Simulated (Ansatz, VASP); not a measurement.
# Sb in VASP and in Ansatz

```
CELL_PARAMETERS angstrom
3.16000 0.00000 0.00000
0.00000 3.16000 0.00000
0.00000 0.00000 3.16000
ATOMIC_POSITIONS crystal
Sb 0.00000 0.00000 0.00000
```

Alike in both runs: task relaxation of cell and atoms; functional PBE; k mesh 8 × 8 × 8; occupations fermi-dirac, width 0.05 eV; no spin polarisation.

```csv
,VASP,Ansatz
version,VASP 6.6.1,Ansatz 0.2.0
potentials or method,"VASP PAW PBE potentials, release 64 (Sb)",Ansatz PAW
plane-wave cutoff (eV),600,420
valence electrons in the cell,5,15
```

```tsv
	VASP	Ansatz	Ansatz less VASP
gap on the k mesh at the Fermi level, each at its own relaxed structure (eV)	none	none	-
relaxed volume (Å³/atom)	30.19	30.20	+0.014
relaxed cell length with the largest relative difference (Å)	3.114	3.114	+0.0005
```

A gap of «none» marks a metal or a gap that the smearing closes. VASP's potentials hold 5 valence electrons a cell and Ansatz's 15, so a difference there can come from the potentials and not from the codes.

Neither program's run includes spin-orbit coupling. Noted on Ansatz's run: the plane-wave basis is chosen anew once the cell has moved, so the energies of steps on either side of that aren't comparable.
